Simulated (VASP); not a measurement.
A run of VASP 6.6.1 is set up as follows.

INCAR

```
PREC     = Accurate       # precision mode
ENCUT    = 520            # plane-wave cutoff, eV
EDIFF    = 1E-6           # SCF threshold, eV
ISMEAR   = -1             # smearing method
SIGMA    = 0.05           # smearing width, eV
LREAL    = F              # projectors in reciprocal space
LASPH    = T              # aspherical terms in the spheres
NELM     = 60             # most SCF steps
ALGO     = Normal         # electronic algorithm
ISIF     = 2              # what is computed and relaxed
LWAVE    = F              # write WAVECAR
LCHARG   = T              # write CHGCAR
GGA      = RP             # functional
LELF     = T              # ELF
LVHAR    = T            
NBANDS   = 13             # bands
```

Contents of KPOINTS:

```
Automatic mesh
0
Gamma
  11 11 11
```

POSCAR

```
Sn
1.0
   -1.7411251853      1.7411745471      2.3821512834
    1.7411251853     -1.7411745471      2.3821512834
    1.7411251853      1.7411745471     -2.3821512834
Sn
1
Direct
    0.0000000000      0.0000000000      0.0000000000
```

Potentials or basis: VASP PAW PBE potentials, release 64 (Sn_d).

Launch:

```sh
$ cat potpaw_PBE.64/Sn_d/POTCAR > POTCAR
$ mpirun -np 1 vasp_std > vasp.out
```

(1) Predict the band gap on the k mesh.

(2) Predict the pressure.

## Answers

(1) zero (band 7 reaches 14.77 eV, above the bottom of band 8 at 5.81 eV).

(2) 0.0 GPa.

Caveat: the PAW data sets were made with another functional, which shifts forces and pressure a little; spin-orbit coupling is left out, which moves the levels of the heavy elements.
